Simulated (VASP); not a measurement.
Here is a VASP 6.6.1 calculation.

File INCAR:

```
PREC = Accurate ; ENCUT = 600
EDIFF = 1E-7 ; ISMEAR = -1
SIGMA = 0.1 ; LREAL = False
LASPH = True ; NELM = 80
ALGO = Normal ; ISIF = 3
LWAVE = False ; LCHARG = False
GGA = PE ; IBRION = 2
NSW = 60 ; EDIFFG = -0.005
PSTRESS = 210.0
```

KPOINTS

```
regular mesh
0
Gamma
  14 14 14
```

The input POSCAR:

```
SiC
1.0
    2.4438885568      0.0000000000      0.0000000000
    0.0000000000      2.4438885568      0.0000000000
    0.0000000000      0.0000000000      2.4438885568
Si C
1 1
Direct
    0.0000000000      0.0000000000      0.0000000000
    0.5000000000      0.5000000000      0.5000000000
```

Potentials or basis: VASP PAW PBE potentials, release 64 (Si, C).

Command:

```bash
$ cat potpaw_PBE.64/Si/POTCAR potpaw_PBE.64/C/POTCAR > POTCAR
$ mpirun -np 1 vasp_std > vasp.out
```

Q: What does it give for the band gap on the k mesh?

A: Zero (band 4 reaches 13.92 eV, above the bottom of band 5 at 9.62 eV).

Q: What does it give for the relaxed cell?

A: a = 2.556 Å, b = 2.556 Å, c = 2.556 Å, α = 90.00°, β = 90.00°, γ = 90.00°.

Q: Estimate the relaxed volume.

A: 8.35 Å³/atom.

Q: Estimate the space group after relaxing (to 0.05 Å).

A: Pm-3m (No. 221).

The path:
| step | energy change (eV) | largest force (eV/Å) | pressure (GPa) | volume (Å³) |
| --- | --- | --- | --- | --- |
| 1 | 0.0000 | 0.0000 | 66.84 | 14.60 |
| 2 | -0.6192 | 0.0000 | -8.09 | 19.47 |
| 3 | -0.5510 | 0.0000 | 20.04 | 16.76 |
| 4 | -0.5442 | 0.0000 | 20.86 | 16.70 |
| 5 | -0.5384 | 0.0000 | 21.55 | 16.66 |
| 6 | -0.5385 | 0.0000 | 21.54 | 16.66 |
| 7 | -0.5388 | 0.0000 | 21.50 | 16.66 |
| 8 | -0.5388 | 0.0000 | 21.50 | 16.66 |
| 9 | -0.5388 | 0.0000 | 21.49 | 16.66 |
| 10 | -0.5389 | 0.0000 | 21.49 | 16.66 |
| 11 | -0.5389 | 0.0000 | 21.49 | 16.66 |
| 12 | -0.5390 | 0.0000 | 21.48 | 16.66 |
| 13 | -0.5391 | 0.0000 | 21.47 | 16.66 |
| 14 | -0.5393 | 0.0000 | 21.44 | 16.67 |
| 15 | -0.5399 | 0.0000 | 21.38 | 16.67 |
| 16 | -0.5409 | 0.0000 | 21.26 | 16.68 |
| 17 | -0.5429 | 0.0000 | 21.02 | 16.69 |

Caveat: the cell is relaxed towards a set pressure, so the enthalpy falls and the energy may rise.
